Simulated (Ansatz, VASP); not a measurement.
Al2GaAs3 in VASP and in Ansatz

File INCAR:

```
SYSTEM = Al2GaAs3
ALGO = Normal
EDIFF = 1E-6
EDIFFG = -0.04
ENCUT = 600
GGA = PE
IBRION = 2
ISIF = 3
ISMEAR = 0
LASPH = .True.
LCHARG = .False.
LREAL = .False.
LWAVE = .False.
NELM = 100
NSW = 90
PREC = Accurate
SIGMA = 0.1
```

The input KPOINTS:

```
k-points
0
Gamma
  6 6 6
  0 0 0
```

File POSCAR:

```
Al2GaAs3
1.0
   -1.9268134300      1.9268134300      8.1747770700
    1.9268134300     -1.9268134300      8.1747770700
    1.9268134300      1.9268134300     -8.1747770700
Al Ga As
2 1 3
Direct
    0.6666666700      0.6666666700      0.0000000000
    0.3333333300      0.3333333300      0.0000000000
    0.0000000000      0.0000000000      0.0000000000
    0.4166666700      0.9166666700      0.5000000000
    0.0833333300      0.5833333300      0.5000000000
    0.7500000000      0.2500000000      0.5000000000
```

Input for Ansatz:

```yaml
crystal:
  lattice:
    - [-1.92681343, 1.92681343, 8.17477707]
    - [1.92681343, -1.92681343, 8.17477707]
    - [1.92681343, 1.92681343, -8.17477707]
  atoms:
    - { symbol: Al, position: [0.66666667, 0.66666667, 0.0] }
    - { symbol: Al, position: [0.33333333, 0.33333333, 0.0] }
    - { symbol: Ga, position: [0.0, 0.0, 0.0] }
    - { symbol: As, position: [0.41666667, 0.91666667, 0.5] }
    - { symbol: As, position: [0.08333333, 0.58333333, 0.5] }
    - { symbol: As, position: [0.75, 0.25, 0.5] }
basis:
  ecutwfc: 420
kpoints:
  mp_grid: { grid: [6, 6, 6] }
hamiltonian:
  xc: pbe
scf:
  occupations: { method: gaussian, width: 0.1 }
  lower_state_search: "off"
output:
  forces: true
  stress: true
  eigenvalues: true
relax:
  adjacent_minimum: "off"
  f_tol: 0.04
  max_steps: 70
  cell: { stress_tol: 0.4 }
```

Alike in both runs: task relaxation of cell and atoms; functional PBE; k mesh 6 × 6 × 6; occupations gaussian, width 0.1 eV; no spin polarisation.

|  | VASP | Ansatz |
| --- | --- | --- |
| version | VASP 6.6.1 | Ansatz 0.2.0 |
| potentials or method | VASP PAW PBE potentials, release 64 (Al, Ga_d, As), cutoff 600 eV | scalar-relativistic, plane waves, PAW |
| valence electrons in the cell | 34 | 64 |

Ansatz gave:

| Item | Value |
| --- | --- |
| gap on the k mesh at the Fermi level, each at its own relaxed structure (eV) | 1.12 |
| relaxed volume (Å³/atom) | 23.55 |
| relaxed cell length with the largest relative difference (Å) | 9.046 |

Problem. Estimate VASP's values.

Solution. gap on the k mesh at the Fermi level, each at its own relaxed structure (eV): 1.10; relaxed volume (Å³/atom): 23.62; relaxed cell length with the largest relative difference (Å): 9.064.

VASP's potentials hold 34 valence electrons a cell and Ansatz's 64, so a difference there can come from the potentials and not from the codes.

Noted on VASP's run: the volume moved by over 15 % at a fixed basis, so the end points are rough.
